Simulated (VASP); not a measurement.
## TiAl: single point with PBE

The system is TiAl.

```xyz
16
Lattice="0.0000 5.6433 -4.0783 -5.6433 0.0000 4.0783 5.6433 0.0000 4.0783" Properties=species:S:1:pos:R:3 pbc="T T T"
Ti    4.2325    1.4108    2.0391
Ti   -1.4108    4.2325    2.0391
Ti    1.4108    1.4108    2.0391
Ti   -4.2325    1.4108    2.0391
Ti    1.4108    4.2325    2.0391
Ti    1.4108    4.2325   -2.0391
Ti   -1.4108    1.4108    2.0391
Ti   -1.4108    4.2325   -2.0391
Al   -2.8216    0.0000    4.0783
Al   -2.8216    2.8216    0.0000
Al    0.0000    0.0000    0.0000
Al    0.0000    0.0000    4.0783
Al    0.0000    2.8216    0.0000
Al    0.0000    2.8216    4.0783
Al    2.8216    0.0000    4.0783
Al    2.8216    2.8216    0.0000
```

```
Program                : VASP 6.6.1
Task                   : single point
Functional             : PBE
Potentials or basis    : VASP PAW PBE potentials, release 64 (Ti_sv, Al)
Cutoff                 : 520 eV
k mesh                 : 1 × 1 × 1
Occupations            : gaussian, width 0.1 eV
Spin                   : no spin polarisation
Dipole correction      : no
Further INCAR settings : LREAL = Auto; ALGO = Normal; EDIFF = 1e-06; NBANDS = 74
```

```json
{
  "Pressure": "3.5 GPa",
  "Band gap on the k mesh": "zero (filled and empty bands touch)"
}
```

Stress tensor (GPa, compression positive):
```
 5.95  0.00  0.00
 0.00  5.95  0.00
 0.00  0.00 -1.36
```

Levels at points of the mesh, in eV from the Fermi level:
```
           k point  band 57  band 58  band 59  band 60  band 61  band 62  band 63  band 64  band 65  band 66
(0.00, 0.00, 0.00)    -0.07    -0.07    -0.07     0.00     0.00     0.01     0.60     0.60     0.60     0.60
```

It took 34 s on 1 thread of AMD EPYC 9R45 96-Core Processor (Zen 5), on a shared host, peak memory 0.32 GiB.

Caveat: the k points lie up to 1.11 Å⁻¹ apart.
